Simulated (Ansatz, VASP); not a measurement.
SiGe: VASP beside Ansatz

```
CELL_PARAMETERS angstrom
3.90047 0.00000 0.00000
-1.95023 3.37790 0.00000
0.00000 0.00000 6.44316
ATOMIC_POSITIONS crystal
Si 0.66667 0.33333 0.87455
Si 0.33333 0.66667 0.37455
Ge 0.66667 0.33333 0.50045
Ge 0.33333 0.66667 0.00045
```

Alike in both runs: functional PBEsol; k mesh 12 × 12 × 6; occupations gaussian, width 0.02 eV; no spin polarisation.

Ansatz relaxed the structure, and its values are those at the end. VASP's run is a single point on that final structure, the one shown.

|  | VASP | Ansatz |
| --- | --- | --- |
| version | VASP 6.6.1 | Ansatz 0.2.0 |
| potentials or method | VASP PAW PBE potentials, release 64 (Si, Ge_d), cutoff 520 eV | scalar-relativistic, plane waves, PAW |
| valence electrons in the cell | 36 | 36 |

Ansatz gave:

| Item | Value |
| --- | --- |
| gap on the k mesh at the Fermi level (eV) | 0.35 |
| least direct gap on the mesh (eV) | 0.40 |
| pressure (GPa) | 0.0 |

Problem. Which values does VASP return?

Solution. gap on the k mesh at the Fermi level (eV): 0.35; least direct gap on the mesh (eV): 0.41; pressure (GPa): 0.0.

VASP's potentials were made for PBE, not for PBEsol, and Ansatz warns of the same on its side.
